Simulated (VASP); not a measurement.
# Tm3BF (P6/mmm) in VASP: further runs

The runs below take Tm3BF through relaxation of cell and atoms, single point, with PBE.

All numbers are computed with VASP 6.6.1; they aren't measurements. Logs are shortened: lines on timing, memory, paths and dates and some standing lists are left out, and cuts for length are marked.

### Step 1. The cell of the first run

The structure is hexagonal, space group P6/mmm (No. 191). The conventional cell has a = 6.065 Å, b = 6.065 Å, c = 3.381 Å, α = 90.00°, β = 90.00°, γ = 120.00°. Within 4.0 Å of Tm (site symmetry mmm) lie 6 Tm at 3.03 to 3.38 Å and 2 F at 3.03 Å and 4 B at 3.47 Å. B (site symmetry 6/mmm) has 2 F at 1.69 Å within 2.2 Å. F (site symmetry 6/mmm) has 2 B at 1.69 Å within 2.2 Å.

The cell was built from a structure type or drawn by symmetry, and may not be a known phase.

### Step 2. Relaxation of cell and atoms, PBE

File INCAR:

```
SYSTEM = Tm3BF
ALGO = Normal
EDIFF = 1E-7
EDIFFG = -0.01
ENCUT = 600
GGA = PE
GGA_COMPAT = .False.
IBRION = 2
ISIF = 3
ISMEAR = 0
LASPH = .True.
LCHARG = .False.
LMAXMIX = 6
LREAL = .False.
LWAVE = .False.
NELM = 200
NELMIN = 4
NSW = 100
PREC = Accurate
SIGMA = 0.1
```

File KPOINTS:

```
k-points
0
Gamma
  6 6 12
  0 0 0
```

File POSCAR:

```
Tm3BF
1.0
    6.0653457511      0.0000000000      0.0000000000
   -3.0326728756      5.2527435032      0.0000000000
    0.0000000000      0.0000000000      3.3806713898
Tm B F
3 1 1
Direct
    0.5000000000      0.0000000000      0.0000000000
    0.0000000000      0.5000000000      0.0000000000
    0.5000000000      0.5000000000      0.0000000000
    0.0000000000      0.0000000000      0.5000000000
    0.0000000000      0.0000000000      0.0000000000
```

Potentials or basis: VASP PAW PBE potentials, release 64 (Tm_3, B, F), 4f in core.

Run with:

```sh
$ cat potpaw_PBE.64/Tm_3/POTCAR potpaw_PBE.64/B/POTCAR potpaw_PBE.64/F/POTCAR > POTCAR
$ mpirun -np 1 vasp_std > vasp.out
```

OUTCAR:

```text
SYSTEM = Tm3BF
   EDIFF = 1E-7
   EDIFFG = -0.01
   ENCUT = 600
   GGA = PE
   IBRION = 2
   ISIF = 3
   ISMEAR = 0
   LASPH = .True.
   LREAL = .False.
   NELM = 200
   NELMIN = 4
   NSW = 100
   PREC = Accurate

 ion  position               nearest neighbor table
   1  0.500  0.000  0.000-   2 3.03   2 3.03   3 3.03   3 3.03
   2  0.000  0.500  0.000-   1 3.03   1 3.03   3 3.03   3 3.03
   3  0.500  0.500  0.000-   2 3.03   2 3.03   1 3.03   1 3.03
   4  0.000  0.000  0.500-   5 1.69   5 1.69
   5  0.000  0.000  0.000-   4 1.69   4 1.69

  LATTYP: Found a hexagonal cell.
 ALAT       =     6.0653457511
 C/A-ratio  =     0.5573748849

  Lattice vectors:

 A1 = (   6.0653457511,   0.0000000000,   0.0000000000)
 A2 = (  -3.0326728756,   5.2527435032,   0.0000000000)
 A3 = (   0.0000000000,   0.0000000000,   3.3806713898)

Analysis of symmetry for initial positions (statically):
=====================================================================
 Subroutine PRICEL returns:
 Original cell was already a primitive cell.

 Routine SETGRP: Setting up the symmetry group for a
 hexagonal supercell.

 Subroutine GETGRP returns: Found 24 space group operations
 (whereof 24 operations were pure point group operations)
 out of a pool of 24 trial point group operations.

The static configuration has the point symmetry D_6h.

Analysis of symmetry for dynamics (positions and initial velocities):
=====================================================================
 Subroutine PRICEL returns:
 Original cell was already a primitive cell.

 Routine SETGRP: Setting up the symmetry group for a
 hexagonal supercell.

 Subroutine GETGRP returns: Found 24 space group operations
 (whereof 24 operations were pure point group operations)
 out of a pool of 24 trial point group operations.

The dynamic configuration has the point symmetry D_6h.

 Subroutine INISYM returns: Found 24 space group operations
 (whereof 24 operations are pure point group operations),
 and found     1 'primitive' translations

----------------------------------------------------------------------------------------

                                     Primitive cell

  volume of cell :     107.7072

  direct lattice vectors                    reciprocal lattice vectors
     6.065345751  0.000000000  0.000000000     0.164871063  0.095188352  0.000000000
    -3.032672876  5.252743503  0.000000000     0.000000000  0.190376705  0.000000000
     0.000000000  0.000000000  3.380671390     0.000000000  0.000000000  0.295799232

  length of vectors
     6.065345751  6.065345751  3.380671390     0.190376705  0.190376705  0.295799232

  position of ions in fractional coordinates (direct lattice)
     0.500000000  0.000000000  0.000000000
     1.000000000  0.500000000  0.000000000
     0.500000000  0.500000000  0.000000000
     0.000000000  0.000000000  0.500000000
     0.000000000  0.000000000  0.000000000

  ion indices of the primitive-cell ions
   primitive index   ion index
                 1           1
                 2           2
                 3           3
                 4           4
                 5           5

----------------------------------------------------------------------------------------

 KPOINTS: k-points

Automatic generation of k-mesh.
 Grid dimensions read from file:
 generate k-points for:    6    6   12

 Generating k-lattice:

  Cartesian coordinates                     Fractional coordinates (reciprocal lattice)
     0.027478510  0.015864725  0.000000000     0.166666667 -0.000000000  0.000000000
     0.000000000  0.031729451  0.000000000     0.000000000  0.166666667  0.000000000
     0.000000000  0.000000000  0.024649936     0.000000000  0.000000000  0.083333333

  Length of vectors
     0.031729451  0.031729451  0.024649936

  Shift w.r.t. Gamma in fractional coordinates (k-lattice)
     0.000000000  0.000000000  0.000000000

 Subroutine IBZKPT returns following result:
 ===========================================

 Found     49 irreducible k-points:

 Following reciprocal coordinates:
            Coordinates               Weight
  0.000000  0.000000  0.000000      1.000000
  0.166667  0.000000  0.000000      6.000000
  0.333333  0.000000  0.000000      6.000000
  0.500000  0.000000  0.000000      3.000000
  0.166667  0.166667  0.000000      6.000000
  0.333333  0.166667  0.000000     12.000000
[... 16 lines left out ...]
  0.166667  0.000000  0.250000     12.000000
  0.333333  0.000000  0.250000     12.000000
 [... further k-points ...]
   k-points           NKPTS =     49   k-points in BZ     NKDIM =     49   number of bands    NBANDS=     22
   number of dos      NEDOS =    301   number of ions     NIONS =      5
   total plane-waves  NPLWV =  64512
   dimension x,y,z NGX =    48 NGY =   48 NGZ =   28
   dimension x,y,z NGXF=    96 NGYF=   96 NGZF=   56
   ions per type =               3   1   1
   NGX,Y,Z   is equivalent  to a cutoff of  13.16, 13.16, 13.77 a.u.
   NGXF,Y,Z  is equivalent  to a cutoff of  26.31, 26.31, 27.54 a.u.
 SYSTEM =  Tm3BF
   PREC   = accura    normal or accurate (medium, high low for compatibility)
   ISTART =      0    job   : 0-new  1-cont  2-samecut
   ICHARG =      2    charge: 1-file 2-atom 10-const
   ISPIN  =      1    spin polarized calculation?
   LNONCOLLINEAR =      F non collinear calculations
   LSORBIT =      F    spin-orbit coupling
   LASPH  =      T    aspherical Exc in radial PAW
   ENCUT  =  600.0 eV  44.10 Ry    6.64 a.u.  12.11 12.11  6.75*2*pi/ulx,y,z
   NELM   =    200;   NELMIN=  4; NELMDL= -5     # of ELM steps
   EDIFF  = 0.1E-06   stopping-criterion for ELM
   LREAL  =      F    real-space projection
   EDIFFG = -.1E-01   stopping-criterion for IOM
   NSW    =    100    number of steps for IOM
   IBRION =      2    ionic relax: 0-MD 1-quasi-New 2-CG
   NFREE  =      1    steps in history (QN), initial steepest desc. (CG)
   ISIF   =      3    stress and relaxation
   ISYM   =      2    0-nonsym 1-usesym 2-fastsym
   POTIM  = 0.5000    time-step for ionic-motion
   TEBEG  =    0.0;   TEEND  =   0.0 temperature during run
   PSTRESS=    0.0 pullay stress
   NELECT =      37.0000    total number of electrons
   NUPDOWN=      -1.0000    fix difference up-down
   EMIN   =  10.00;   EMAX   =-10.00  energy-range for DOS
   EFERMI =   0.00;   METHOD = LEGACY
   ISMEAR =     0;   SIGMA  =   0.10  broadening in eV -4-tet -1-fermi 0-gaus
   EFERMI_NEDOS =   21; number of points for ismear=-14 and -15
   IALGO  =     38    algorithm
   IMIX   =      4    mixing-type and parameters
     AMIX     =   0.40;   BMIX     =  1.00
     AMIX_MAG =   1.60;   BMIX_MAG =  1.00
  volume/ion in A,a.u.               =      21.54       145.37
  Fermi-wavevector in a.u.,A,eV,Ry     =   1.146552  2.166669 17.885973  1.314582
  Thomas-Fermi vector in A             =   2.283236
   LORBIT       =      0    0 simple, 1 ext, 2 COOP (PROOUT), +10 PAW based schemes
   GGA     = PE    functional components
   LHFCALC =     F    Hartree Fock is set to
   AEXX    =    0.0000 exact exchange contribution
   IVDW    =     0    specifies the selected vdW correction
   LEPSILON=     F    determine dielectric tensor
   LRPA    =     F    only Hartree local field effects (RPA)
 conjugate gradient relaxation of ions
 non-spin polarized calculation
 Gauss-broadening in eV      SIGMA  =   0.10
  energy-cutoff  :      600.00
  volume of cell :      107.71
 maximum number of plane-waves:      3626
   NGX = 25   NGY = 25   NGZ = 13

--------------------------------------- Ionic step        1  -------------------------------------------

 number of electron      36.9999996 magnetization

 Free energy of the ion-electron system (eV)
  ---------------------------------------------------
  ext. energy  EPLUGINS =         0.00000000
  ---------------------------------------------------
  free energy    TOTEN  =       -19.55558321 eV

  energy without entropy =      -19.53865644  energy(sigma->0) =      -19.54711983

 E-fermi :   3.3915     XC(G=0): -10.0121

 val. band max:        3.3817822112   @ k =   0.1667   0.0000   0.5000
 cond. band min:       3.3945591779   @ k =   0.3333   0.3333   0.4167
 fundamental gap:      0.0127769666
 Fermi energy:         3.3915247631

 k-point     1 :       0.0000    0.0000    0.0000
  band No.  band energies     occupation
      1     -23.4408      2.00000
      2     -23.0282      2.00000
      3     -22.7821      2.00000
      4     -22.7821      2.00000
      5     -22.1397      2.00000
      6     -22.1238      2.00000
[... 14 lines left out ...]
     21       3.9070      0.00000
     22       3.9070      0.00000
[... 636 lines left out ...]
 POSITION                                       TOTAL-FORCE (eV/Angst)
 -----------------------------------------------------------------------------------
      3.04047     -0.00000     -0.00000         0.000000      0.000000      0.000000
     -1.52023      2.63312     -0.00000         0.000000     -0.000000      0.000000
      1.52023      2.63312     -0.00000        -0.000000      0.000000      0.000000
      0.00000      0.00000      1.69756         0.000000     -0.000000      0.000000
      0.00000     -0.00000     -0.00000         0.000000     -0.000000      0.000000
 -----------------------------------------------------------------------------------
    total drift:                               -0.000000      0.000000      0.000000

  FREE ENERGIE OF THE ION-ELECTRON SYSTEM (eV)
  ---------------------------------------------------
  free  energy   TOTEN  =       -19.5574187569 eV

  energy  without entropy=      -19.5406304975  energy(sigma->0) =      -19.54902463

--------------------------------------- Ionic step        3  -------------------------------------------

 number of electron      36.9999995 magnetization

 Free energy of the ion-electron system (eV)
  ---------------------------------------------------
  ext. energy  EPLUGINS =         0.00000000
  ---------------------------------------------------
  free energy    TOTEN  =       -19.55745096 eV

  energy without entropy =      -19.54068663  energy(sigma->0) =      -19.54906879

 E-fermi :   3.3258     XC(G=0):  -9.9659

 val. band max:        3.3225498104   @ k =   0.3333   0.0000   0.1667
 cond. band min:       3.3559819379   @ k =   0.0000   0.0000   0.4167
 fundamental gap:      0.0334321275
 Fermi energy:         3.3258403354

 k-point     1 :       0.0000    0.0000    0.0000
  band No.  band energies     occupation
      1     -23.4093      2.00000
      2     -23.0893      2.00000
      3     -22.8575      2.00000
      4     -22.8575      2.00000
      5     -22.2333      2.00000
      6     -22.2156      2.00000
[... 14 lines left out ...]
     21       3.8512      0.00000
     22       3.8512      0.00000
[... 597 lines left out ...]
 POSITION                                       TOTAL-FORCE (eV/Angst)
 -----------------------------------------------------------------------------------
      3.04165     -0.00000     -0.00000        -0.000000      0.000000      0.000000
     -1.52083      2.63415     -0.00000        -0.000000     -0.000000      0.000000
      1.52083      2.63415      3.39731         0.000000      0.000000      0.000000
      0.00000      0.00000      1.69866        -0.000000     -0.000000      0.000000
      0.00000     -0.00000     -0.00000        -0.000000     -0.000000      0.000000
 -----------------------------------------------------------------------------------
    total drift:                               -0.000000      0.000000      0.000000

  FREE ENERGIE OF THE ION-ELECTRON SYSTEM (eV)
  ---------------------------------------------------
  free  energy   TOTEN  =       -19.5574509639 eV

  energy  without entropy=      -19.5406866259  energy(sigma->0) =      -19.54906879

 reached required accuracy - stopping structural energy minimisation
```

Run time: 4.9 min. Hardware: 1 thread of Intel Xeon Platinum 8488C (Sapphire Rapids), shared host; peak memory 0.33 GiB.

Results:

```
Free energy                           : -19.5575 eV
Relaxed volume                        : 21.78 Å³/atom
Relaxed cell                          : a = 6.083 Å, b = 6.083 Å, c = 3.397 Å, α = 90.00°, β = 90.00°, γ = 120.00°
Space group after relaxing (to 0.1 Å) : P6/mmm (No. 191)
Energy gained by relaxing             : 0.4 meV/atom
Ionic steps                           : 3
Pressure after relaxing               : 0.0 GPa
Band gap on the k mesh                : zero (an odd number of electrons rules out a gap without spin polarisation)
```

Stress tensor (GPa, compression positive):
```
 0.04  0.00  0.00
 0.00  0.04  0.00
 0.00  0.00 -0.05
```

Step by step:
```csv
step,energy change (eV),largest force (eV/Å),pressure (GPa),volume (Å³)
1,0.0000,0.0000,0.48,107.71
2,-0.0018,0.0000,0.07,108.72
3,-0.0019,0.0000,0.01,108.88
```

Final structure:
```xyz
5
Lattice="6.0833 0.0000 0.0000 -3.0417 5.2683 0.0000 0.0000 0.0000 3.3973" Properties=species:S:1:pos:R:3 pbc="T T T"
Tm    3.0417    0.0000    0.0000
Tm   -1.5208    2.6341    0.0000
Tm    1.5208    2.6341    3.3973
B     0.0000    0.0000    1.6987
F     0.0000    0.0000    0.0000
```

Caveat: spin-orbit coupling is left out, which moves the levels of the heavy elements; the 4f electrons are frozen in the core, so they carry no moment and show no levels; an odd number of electrons without spin polarisation forces a metal; a magnetic or distorted state may lie lower; the run has no spin polarisation, though such a crystal can be magnetic.

### Step 3. Single point, PBE

File INCAR:

```
SYSTEM = Tm3BF
PREC     = Accurate       ! precision mode
ENCUT    = 600            ! plane-wave cutoff, eV
EDIFF    = 1E-6           ! SCF threshold, eV
ISMEAR   = 0              ! smearing method
SIGMA    = 0.1            ! smearing width, eV
LREAL    = .False.        ! projectors in reciprocal space
LASPH    = .True.         ! aspherical terms in the spheres
NELM     = 200            ! most SCF steps
ALGO     = Normal         ! electronic algorithm
ISIF     = 2              ! what is computed and relaxed
LWAVE    = .False.        ! write WAVECAR
LCHARG   = .True.         ! write CHGCAR
GGA      = PE             ! functional
LELF     = .True.         ! ELF
LVHAR    = .True.       
NBANDS   = 26             ! bands
GGA_COMPAT= .False.      
LMAXMIX  = 6              ! l up to which the mixer works
```

File KPOINTS:

```
regular mesh
0
Gamma
  3 3 6
  0 0 0
```

POSCAR is that of step 2.

Potentials or basis: VASP PAW PBE potentials, release 64 (Tm_3, B, F), 4f in core.

Run with:

```sh
$ cat potpaw_PBE.64/Tm_3/POTCAR potpaw_PBE.64/B/POTCAR potpaw_PBE.64/F/POTCAR > POTCAR
$ mpirun -np 1 vasp_std > vasp.out
```

OUTCAR:

```text
SYSTEM = Tm3BF
   PREC = Accurate
   ENCUT = 600
   EDIFF = 1E-6
   ISMEAR = 0
   LREAL = .False.
   LASPH = .True.
   NELM = 200
   ISIF = 2
   GGA = PE

 ion  position               nearest neighbor table
   1  0.500  0.000  0.000-   2 3.03   2 3.03   3 3.03   3 3.03
   2  0.000  0.500  0.000-   1 3.03   1 3.03   3 3.03   3 3.03
   3  0.500  0.500  0.000-   2 3.03   2 3.03   1 3.03   1 3.03
   4  0.000  0.000  0.500-   5 1.69   5 1.69
   5  0.000  0.000  0.000-   4 1.69   4 1.69

[... 536 lines left out ...]
  --------------------------------------------------------------------------------------
  -------------------------------------------------------------------------------------
  Total        0.3706867      0.3706867      0.1112308     -0.0000000      0.0000000      0.0000000
  in kB        5.5140777      5.5140777      1.6545914     -0.0000000      0.0000000      0.0000000
  external PRESSURE =       4.2275823 kB  Pullay stress =       0.0000000 kB

 VOLUME and BASIS-vectors are now :
 -----------------------------------------------------------------------------
  energy-cutoff  :      600.00
  volume of cell :      107.71
      direct lattice vectors                 reciprocal lattice vectors
     6.065345751  0.000000000  0.000000000     0.164871063  0.095188352  0.000000000
    -3.032672876  5.252743503  0.000000000     0.000000000  0.190376705  0.000000000
     0.000000000  0.000000000  3.380671390     0.000000000  0.000000000  0.295799232

 POSITION                                       TOTAL-FORCE (eV/Angst)
 -----------------------------------------------------------------------------------
      3.03267      0.00000      0.00000         0.000000      0.000000      0.000000
     -1.51634      2.62637      0.00000         0.000000      0.000000      0.000000
      1.51634      2.62637      0.00000        -0.000000      0.000000      0.000000
      0.00000      0.00000      1.69034         0.000000      0.000000      0.000000
      0.00000      0.00000      0.00000         0.000000      0.000000      0.000000
 -----------------------------------------------------------------------------------
    total drift:                               -0.000000      0.000000      0.000000

  FREE ENERGIE OF THE ION-ELECTRON SYSTEM (eV)
  ---------------------------------------------------
  free  energy   TOTEN  =       -19.5138924417 eV

  energy  without entropy=      -19.4854859783  energy(sigma->0) =      -19.49968921
```

Wall time 33 s (1 thread of Intel Xeon Platinum 8488C (Sapphire Rapids), shared host); peak memory 0.26 GiB.

What came out:

- Free energy: -19.5139 eV
- Pressure: 0.4 GPa
- Band gap on the k mesh: zero (an odd number of electrons rules out a gap without spin polarisation)

Levels at points of the mesh, in eV from the Fermi level:
| k point | band 14 | band 15 | band 16 | band 17 | band 18 | band 19 | band 20 | band 21 | band 22 | band 23 |
| --- | --- | --- | --- | --- | --- | --- | --- | --- | --- | --- |
| (0.00, 0.00, 0.00) | -5.89 | -3.24 | -1.61 | -1.61 | -0.59 | 0.40 | 0.40 | 0.50 | 0.50 | 1.08 |
| (0.00, 0.00, 0.50) | -2.79 | -2.19 | -2.17 | -2.17 | -1.26 | -0.35 | -0.35 | -0.22 | 2.20 | 3.07 |

Caveat: the k points lie up to 0.40 Å⁻¹ apart, too coarse for converged energies and pressures of a metal; spin-orbit coupling is left out, which moves the levels of the heavy elements; the 4f electrons are frozen in the core, so they carry no moment and show no levels; an odd number of electrons without spin polarisation forces a metal; a magnetic or distorted state may lie lower; the run has no spin polarisation, though such a crystal can be magnetic. With open d or f shells a metallic result of PBE can be an artefact of self-interaction; +U or a hybrid may open a gap.
